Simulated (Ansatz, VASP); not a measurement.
## WS2: VASP beside Ansatz

Contents of INCAR:

```
SYSTEM = WS2
  PREC = Accurate
  ENCUT = 520
  EDIFF = 1E-6
  ISMEAR = 0
  SIGMA = 0.05
  LREAL = .False.
  LASPH = .True.
  NELM = 60
  ALGO = Normal
  ISIF = 2
  LWAVE = .False.
  LCHARG = .False.
  GGA = PS
  NBANDS = 35
```

KPOINTS

```
regular mesh
0
Gamma
  12 12 2
  0 0 0
```

The input POSCAR:

```
WS2
1.0
    3.1458813836      0.0000000000      0.0000000000
   -1.5729406918      2.7244131955      0.0000000000
    0.0000000000      0.0000000000     23.2139453997
W S
2 4
Direct
    0.3333333333      0.6666666667      0.6345758579
    0.6666666667      0.3333333333      0.3654241421
    0.3333333333      0.6666666667      0.2989469828
    0.6666666667      0.3333333333      0.5680493466
    0.3333333333      0.6666666667      0.4319506534
    0.6666666667      0.3333333333      0.7010530172
```

Input for Ansatz:

```yaml
crystal:
  lattice:
    - [3.1458813836, 0.0, 0.0]
    - [-1.5729406918, 2.7244131955, 0.0]
    - [0.0, 0.0, 23.2139453997]
  atoms:
    - { symbol: W, position: [0.3333333333, 0.6666666667, 0.6345758579] }
    - { symbol: W, position: [0.6666666667, 0.3333333333, 0.3654241421] }
    - { symbol: S, position: [0.3333333333, 0.6666666667, 0.2989469828] }
    - { symbol: S, position: [0.6666666667, 0.3333333333, 0.5680493466] }
    - { symbol: S, position: [0.3333333333, 0.6666666667, 0.4319506534] }
    - { symbol: S, position: [0.6666666667, 0.3333333333, 0.7010530172] }
basis:
  ecutwfc: 420
kpoints:
  mp_grid: { grid: [12, 12, 2] }
hamiltonian:
  xc: pbesol
scf:
  occupations: { method: gaussian, width: 0.05 }
output:
  forces: true
  stress: true
  eigenvalues: true
```

Change from the starting cell: strain -0.0150 x Voigt [0, 0, 1, 0, 0, 0], atoms carried along.

Alike in both runs: task single point; functional PBEsol; k mesh 12 × 12 × 2; occupations gaussian, width 0.05 eV; no spin polarisation.

```csv
,VASP,Ansatz
version,VASP 6.6.1,Ansatz 0.2.0
potentials or method,"VASP PAW PBE potentials, release 64 (W_sv, S), cutoff 520 eV","scalar-relativistic, plane waves, PAW"
valence electrons in the cell,52,52
```

|  | VASP | Ansatz | Ansatz less VASP |
| --- | --- | --- | --- |
| gap on the k mesh at the Fermi level (eV) | 1.45 | 1.43 | -0.018 |
| least direct gap on the mesh (eV) | 1.84 | 1.84 | -0.005 |
| rms of the force components (eV/Å) | 0.241 | 0.230 | -0.0106 |

VASP's potentials were made for PBE, not for PBEsol. Atom by atom the forces differ by 0.011 eV/Å (rms over components).

Neither program's run includes spin-orbit coupling.
